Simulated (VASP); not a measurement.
# Mg3S2 (P1) in VASP: relaxation of shape and atoms at fixed volume with PBE

Aim: the relaxation of shape and atoms at fixed volume of Mg3S2 with PBE.

Everything below comes from runs of VASP 6.6.1. Logs are shortened: lines on timing, memory, paths and dates and some standing lists are left out, and cuts for length are marked.

## Step 1: The cell of the first run

The typed cell holds 10 atoms: a = 3.572 Å, b = 3.572 Å, c = 16.983 Å, α = 90.00°, β = 89.98°, γ = 120.00°.

## Step 2: Relaxation of shape and atoms at fixed volume, PBE (18.77 Å³/atom)

INCAR

```
PREC = Accurate
ENCUT = 600
EDIFF = 1E-7
ISMEAR = 0
SIGMA = 0.1
LREAL = False
LASPH = True
NELM = 80
ALGO = Fast
ISIF = 4
LWAVE = False
LCHARG = False
GGA = PE
IBRION = 2
NSW = 50
EDIFFG = -0.01
```

KPOINTS

```
Automatic mesh
0
Gamma
  10 10 2
```

POSCAR

```
Mg3S2
1.0
    3.5723494721     -0.0003715344      0.0114977225
   -1.7859056713      3.0938069203      0.0004429500
   -0.0502095935     -0.0313158045     16.9832909364
Mg S
6 4
Direct
    0.5832119423      0.4165358410      0.1771885109
    0.9165984000      0.0833667454      0.6772871673
    0.2501236722      0.7499324694      0.8227224455
    0.2503857766      0.7503021503      0.3228203941
    0.9165103013      0.0831273124      0.9993928160
    0.5834016364      0.4168385985      0.4994906965
    0.2496837140      0.7497118388      0.0886297124
    0.2498931844      0.7501024172      0.5887164893
    0.9168836772      0.0835405802      0.4119198459
    0.5833076956      0.4165420466      0.9118319220
```

Potentials or basis: VASP PAW PBE potentials, release 64 (Mg, S).

The run is started by

```
$ cat potpaw_PBE.64/Mg/POTCAR potpaw_PBE.64/S/POTCAR > POTCAR
$ mpirun -np 1 vasp_std > vasp.out
```

OUTCAR:

```text
PREC = Accurate
   ENCUT = 600
   EDIFF = 1E-7
   ISMEAR = 0
   LREAL = False
   LASPH = True
   NELM = 80
   ISIF = 4
   GGA = PE
   IBRION = 2
   NSW = 50
   EDIFFG = -0.01

 ion  position               nearest neighbor table
   1  0.583  0.417  0.177-   7 2.55   7 2.55   7 2.55   4 3.22   4 3.22   4 3.22   5 3.66   5 3.66
                             5 3.66
   2  0.917  0.083  0.677-   8 2.55   8 2.55   8 2.55   3 3.22   3 3.22   3 3.22   6 3.66   6 3.66
                             6 3.66
   3  0.250  0.750  0.823-  10 2.56  10 2.56  10 2.56   2 3.22   2 3.22   2 3.22   5 3.64   5 3.64
                             5 3.64
   4  0.250  0.750  0.323-   9 2.56   9 2.56   9 2.56   1 3.22   1 3.22   1 3.22   6 3.64   6 3.64
                             6 3.64
   5  0.917  0.083  0.999-  10 2.54  10 2.54  10 2.54   7 2.56   7 2.56   7 2.56   3 3.64   3 3.64
                             3 3.64   1 3.66   1 3.66   1 3.66
   6  0.583  0.417  0.499-   9 2.54   9 2.54   9 2.54   8 2.56   8 2.56   8 2.56   4 3.64   4 3.64
                             4 3.64   2 3.66   2 3.66   2 3.66
   7  0.250  0.750  0.089-   1 2.55   1 2.55   1 2.55   5 2.56   5 2.56   5 2.56
   8  0.250  0.750  0.589-   2 2.55   2 2.55   2 2.55   6 2.56   6 2.56   6 2.56
   9  0.917  0.084  0.412-   6 2.54   6 2.54   6 2.54   4 2.56   4 2.56   4 2.56
  10  0.583  0.417  0.912-   5 2.54   5 2.54   5 2.54   3 2.56   3 2.56   3 2.56

  LATTYP: Found a base centered monoclinic cell.
 ALAT       =    34.5238816427
 B/A-ratio  =     0.1034723817
 C/A-ratio  =     0.4919317649
 COS(beta)  =    -0.9838087206

  Lattice vectors:

 A1 = (   3.6225590656,   0.0309442701, -16.9717932139)
 A2 = (   1.8366533943,   3.1247511904, -16.9713502639)
 A3 = (  -0.0502095935,  -0.0313158045,  16.9832909364)

Analysis of symmetry for initial positions (statically):
=====================================================================
 Subroutine PRICEL returns:
 Original cell was already a primitive cell.

 Routine SETGRP: Setting up the symmetry group for a
 base centered monoclinic supercell.

 Subroutine GETGRP returns: Found  1 space group operations
 (whereof  1 operations were pure point group operations)
 out of a pool of  4 trial point group operations.

The static configuration has the point symmetry C_1 .

Analysis of symmetry for dynamics (positions and initial velocities):
=====================================================================
 Subroutine PRICEL returns:
 Original cell was already a primitive cell.

 Routine SETGRP: Setting up the symmetry group for a
 base centered monoclinic supercell.

[... 151 lines left out ...]
   NUPDOWN=      -1.0000    fix difference up-down
   EMIN   =  10.00;   EMAX   =-10.00  energy-range for DOS
   EFERMI =   0.00;   METHOD = LEGACY
   ISMEAR =     0;   SIGMA  =   0.10  broadening in eV -4-tet -1-fermi 0-gaus
   EFERMI_NEDOS =   21; number of points for ismear=-14 and -15
   IALGO  =     68    algorithm
   IMIX   =      4    mixing-type and parameters
     AMIX     =   0.40;   BMIX     =  1.00
     AMIX_MAG =   1.60;   BMIX_MAG =  1.00
  volume/ion in A,a.u.               =      18.77       126.66
  Fermi-wavevector in a.u.,A,eV,Ry     =   0.944118  1.784124 12.127663  0.891358
  Thomas-Fermi vector in A             =   2.071891
   LORBIT       =      0    0 simple, 1 ext, 2 COOP (PROOUT), +10 PAW based schemes
   GGA     = PE    functional components
   LHFCALC =     F    Hartree Fock is set to
   AEXX    =    0.0000 exact exchange contribution
   IVDW    =     0    specifies the selected vdW correction
   LEPSILON=     F    determine dielectric tensor
   LRPA    =     F    only Hartree local field effects (RPA)
 conjugate gradient relaxation of ions
 non-spin polarized calculation
 RMM-DIIS sequential band-by-band and
 Gauss-broadening in eV      SIGMA  =   0.10
  energy-cutoff  :      600.00
  volume of cell :      187.69
 maximum number of plane-waves:      6316
 NGX is ok and might be reduce to    30
   NGX = 15   NGY = 15   NGZ = 67

--------------------------------------- Ionic step        1  -------------------------------------------

 number of electron      36.0000003 magnetization

 Free energy of the ion-electron system (eV)
  ---------------------------------------------------
  ext. energy  EPLUGINS =         0.00000000
  ---------------------------------------------------
  free energy    TOTEN  =       -35.69689014 eV

  energy without entropy =      -35.69147105  energy(sigma->0) =      -35.69418059

------------------------ aborting loop because EDIFF is reached ----------------------------------------

  FORCE on cell =-STRESS in cart. coord.  units (eV):
  Direction    XX          YY          ZZ          XY          YZ          ZX
  --------------------------------------------------------------------------------------
  -------------------------------------------------------------------------------------
  Total        4.4112084      4.4124207      4.4618069      0.0010972     -0.0032702     -0.0044154
  in kB       37.6547270     37.6650753     38.0866435      0.0093657     -0.0279145     -0.0376902
  external PRESSURE =      37.8021486 kB  Pullay stress =       0.0000000 kB
[... 163 lines left out ...]
--------------------------------------- Ionic step        5  -------------------------------------------

 number of electron      36.0000004 magnetization

 Free energy of the ion-electron system (eV)
  ---------------------------------------------------
  ext. energy  EPLUGINS =         0.00000000
  ---------------------------------------------------
  free energy    TOTEN  =       -35.69899495 eV

  energy without entropy =      -35.69368988  energy(sigma->0) =      -35.69634241

 E-fermi :   4.8181     XC(G=0):  -9.3532

 val. band max:        4.8099890291   @ k =   0.5000   0.5000   0.0000
 cond. band min:       4.8530370592   @ k =  -0.0000   0.5000   0.5000
 fundamental gap:      0.0430480301
 Fermi energy:         4.8181203406

 k-point     1 :       0.0000    0.0000    0.0000
  band No.  band energies     occupation
      1      -9.7394      2.00000
      2      -9.7226      2.00000
      3      -9.0705      2.00000
      4      -9.0443      2.00000
      5      -2.0310      2.00000
      6      -1.4490      2.00000
[... 637 lines left out ...]
     23       8.1232      0.00000
     24       8.4181      0.00000

 [... further k-points ...]

------------------------ aborting loop because EDIFF is reached ----------------------------------------

  FORCE on cell =-STRESS in cart. coord.  units (eV):
  Direction    XX          YY          ZZ          XY          YZ          ZX
  --------------------------------------------------------------------------------------
  -------------------------------------------------------------------------------------
  Total        4.2823009      4.2823240      4.2843007     -0.0002483      0.0003147      0.0002391
  in kB       36.5543538     36.5545508     36.5714244     -0.0021197      0.0026862      0.0020412
  external PRESSURE =      36.5601097 kB  Pullay stress =       0.0000000 kB
[... 25 lines left out ...]
  FREE ENERGIE OF THE ION-ELECTRON SYSTEM (eV)
  ---------------------------------------------------
  free  energy   TOTEN  =       -35.6989949487 eV

  energy  without entropy=      -35.6936898808  energy(sigma->0) =      -35.69634241

 reached required accuracy - stopping structural energy minimisation
```

OSZICAR:

```text
N       E                     dE             d eps       ncg     rms          rms(c)
DAV:   1     0.174202034654E+03    0.17420E+03   -0.15052E+04  4992   0.137E+03
DAV:   2    -0.190212906444E+02   -0.19322E+03   -0.18487E+03  7016   0.196E+02
DAV:   3    -0.371203089040E+02   -0.18099E+02   -0.18020E+02  6552   0.655E+01
DAV:   4    -0.374188368225E+02   -0.29853E+00   -0.29825E+00  6416   0.100E+01
[... 45 lines left out ...]
RMM:   3    -0.356989952183E+02   -0.26888E-05   -0.13187E-04  5182   0.728E-02    0.214E-02
RMM:   4    -0.356989947607E+02    0.45753E-06   -0.27470E-05  5293   0.305E-02    0.130E-02
RMM:   5    -0.356989947258E+02    0.34928E-07   -0.62918E-06  5222   0.145E-02    0.182E-03
RMM:   6    -0.356989948991E+02   -0.17332E-06   -0.17629E-06  5008   0.742E-03    0.171E-03
RMM:   7    -0.356989949487E+02   -0.49618E-07   -0.55715E-07  4281   0.377E-03
   5 F= -.35698995E+02 E0= -.35696342E+02  d E =-.363137E-03
```

CONTCAR:

```text
Mg3S2
   1.00000000000000
     3.5727406424605084   -0.0003305476002348    0.0112963593895052
    -1.7860656339386023    3.0941945085702005    0.0004169004181114
    -0.0511604108523584   -0.0320085078493546   16.9791914634440602
  Mg              S
     6     4
Direct
     0.5831439312822668    0.4164953936348443    0.1778511513446068
     0.9165660796466595    0.0833660161751576    0.6778942379093265
     0.2500981477253442    0.7499286724815246    0.8220646004385030
     0.2503454586077057    0.7502775122999347    0.3221059607807934
     0.9165205728166945    0.0831405086026362    0.9994081217948985
     0.5834043864205787    0.4168267447958600    0.4994845082293530
     0.2497752774595923    0.7497732892204115    0.0889667297184377
     0.2499537915563689    0.7501010283116474    0.5890313958824013
     0.9168826517279256    0.0835594424435014    0.4116296904768563
     0.5833097027568497    0.4165313918344862    0.9115636033248145

  0.00000000E+00  0.00000000E+00  0.00000000E+00
  0.00000000E+00  0.00000000E+00  0.00000000E+00
  0.00000000E+00  0.00000000E+00  0.00000000E+00
  0.00000000E+00  0.00000000E+00  0.00000000E+00
  0.00000000E+00  0.00000000E+00  0.00000000E+00
  0.00000000E+00  0.00000000E+00  0.00000000E+00
  0.00000000E+00  0.00000000E+00  0.00000000E+00
  0.00000000E+00  0.00000000E+00  0.00000000E+00
  0.00000000E+00  0.00000000E+00  0.00000000E+00
  0.00000000E+00  0.00000000E+00  0.00000000E+00
```

Wall time 54 min (1 thread of Oxide Virtual Turin-like, shared host); peak memory 0.67 GiB.

Results:

* Free energy: -35.6990 eV
* Energy gained by relaxing: 0.2 meV/atom
* Ionic steps: 5
* Pressure after relaxing: 3.7 GPa
* Largest force after relaxing: 0.003 eV/Å
* Band gap on the k mesh: zero (filled and empty bands touch)

Forces in eV/Å, atoms in the order of the input:
```
Mg   0.000  0.000  0.000
Mg   0.000  0.000  0.000
Mg   0.000  0.000  0.000
Mg  -0.001  0.000 -0.001
Mg   0.000  0.000 -0.001
Mg   0.000  0.000 -0.003
S    0.000  0.000  0.002
S    0.000  0.000  0.000
S    0.000  0.000  0.000
S    0.000  0.000  0.002
```

The path:
| step | energy change (eV) | largest force (eV/Å) | pressure (GPa) | volume (Å³) |
| --- | --- | --- | --- | --- |
| 1 | 0.0000 | 0.0957 | 3.78 | 187.69 |
| 2 | -0.0012 | 0.0518 | 3.73 | 187.69 |
| 3 | -0.0017 | 0.0413 | 3.68 | 187.69 |
| 4 | -0.0020 | 0.0200 | 3.67 | 187.69 |
| 5 | -0.0021 | 0.0034 | 3.66 | 187.69 |

Final structure:
```
Mg S
1.0
     3.57274   -0.00033    0.01130
    -1.78607    3.09419    0.00042
    -0.05116   -0.03201   16.97919
Mg S
6 4
Cartesian
  1.3304 1.2828 3.0265
  3.0911 0.2359 11.5205
  -0.4879 2.2940 13.9611
  -0.4621 2.3111 5.4722
  3.0749 0.2250 16.9795
  1.3143 1.2736 8.4876
  -0.4513 2.3170 1.5137
  -0.4768 2.3020 10.0044
  3.1055 0.2451 6.9995
  1.2934 1.2595 15.4844
```

Caveat: semilocal functionals underestimate gaps, and a narrow one can read as zero.

The gap in the log of VASP goes by the Fermi energy; the results here count the filled bands.